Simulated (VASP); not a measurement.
A run of VASP 6.6.1 is set up as follows.

The input INCAR:

```
SYSTEM = Ti2Mo3
PREC = Accurate
ENCUT = 400
EDIFF = 1E-6
ISMEAR = -1
SIGMA = 0.05
LREAL = .FALSE.
LASPH = .TRUE.
NELM = 120
ALGO = Normal
ISIF = 2
LWAVE = .FALSE.
LCHARG = .FALSE.
GGA = PS
NBANDS = 41
GGA_COMPAT = .FALSE.
NELMDL = -8
```

KPOINTS

```
Automatic mesh
0
G
  10 10 1
  0 0 0
```

The input POSCAR:

```
Ti2Mo3
1.0
    2.8479936316      0.0000000000      0.0000000000
   -1.0646527624      2.6415113517      0.0000000000
    0.0000000000      0.0000000000     23.5014430068
Mo Ti
3 2
Direct
    0.0000000000      0.0000000000      0.3191293402
    0.0000000000      0.0000000000      0.5000000000
    0.0000000000      0.0000000000      0.6808706598
    0.5000000000      0.5000000000      0.4095646701
    0.5000000000      0.5000000000      0.5904353299
```

Potentials or basis: VASP PAW PBE potentials, release 64 (Mo_sv, Ti_sv).

The run is started by

```bash
$ cat potpaw_PBE.64/Mo_sv/POTCAR potpaw_PBE.64/Ti_sv/POTCAR > POTCAR
$ mpirun -np 1 vasp_std > vasp.out
```

Q: What does it give for the largest force?

A: 0.466 eV/Å.

Q: What does it give for the band gap on the k mesh?

A: Zero (bands 33 and 34 overlap by 1.54 eV).

Forces in eV/Å, atoms in the order of the input:
```
Mo   0.000  0.000  0.466
Mo   0.000  0.000  0.000
Mo   0.000  0.000 -0.466
Ti   0.000  0.000 -0.238
Ti   0.000  0.000  0.238
```

Caveat: the PAW data sets were made with another functional, which shifts forces and pressure a little.
